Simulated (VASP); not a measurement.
The system is Sb.

```
Sb
1.0
    -1.54436    1.54436    2.65658
     1.54436   -1.54436    2.65658
     1.54436    1.54436   -2.65658
Sb
1
Direct
  0.00000 0.00000 0.00000
```

This cell differs from its parent crystal: volume scaled by 0.94.

Base run:

* Program: VASP 6.6.1
* Functional: PBE
* Potentials or basis: VASP PAW PBE potentials, release 64 (Sb)
* Cutoff: 520 eV
* k mesh: 12 × 12 × 12
* Occupations: fermi-dirac, width 0.05 eV
* Spin: no spin polarisation

Its results: pressure 6.5 GPa.

Task: The run is repeated on the same cell with these changes: functional from PBE to PBE0; k mesh from 12 × 12 × 12 to 6 × 6 × 6. What comes out?

Result: Pressure 2.8 GPa.

Several settings changed at once, so the effect can't be laid on one alone.

Caveats: some runs use coarse meshes; the PAW data sets were made with another functional, which shifts forces and pressure a little (some runs).
